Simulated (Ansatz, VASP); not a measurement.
One calculation of Sc, two programs

```xyz
2
Lattice="3.3088 0.0000 0.0000 -1.6544 2.8655 0.0215 0.0000 0.0395 5.2680" Properties=species:S:1:pos:R:3 pbc="T T T"
Sc    0.0000    1.9202    1.3313
Sc    1.6544    0.9848    3.9582
```

Change from the starting cell: strain +0.0150 x Voigt [0, 0, 0, 1, 0, 0], atoms carried along.

Alike in both runs: task single point; functional PBEsol; k mesh 18 × 18 × 10; occupations gaussian, width 0.15 eV; no spin polarisation.

```csv
,VASP,Ansatz
version,VASP 6.6.1,Ansatz 0.2.0
potentials or method,"VASP PAW PBE potentials, release 64 (Sc_sv), cutoff 520 eV","scalar-relativistic, plane waves, PAW"
valence electrons in the cell,22,22
```

Ansatz gave:

- gap on the k mesh at the Fermi level (eV): none
- pressure (GPa): -2.8
- traceless stress, the component that is largest in VASP (GPa): -1.06

Estimate VASP's values.

gap on the k mesh at the Fermi level (eV): none; pressure (GPa): -2.7; traceless stress, the component that is largest in VASP (GPa): -1.07.

VASP's potentials were made for PBE, not for PBEsol. A gap of «none» marks a metal or a gap that the smearing closes. With one functional, cell and mesh, what is left measures potentials, basis and numerics.
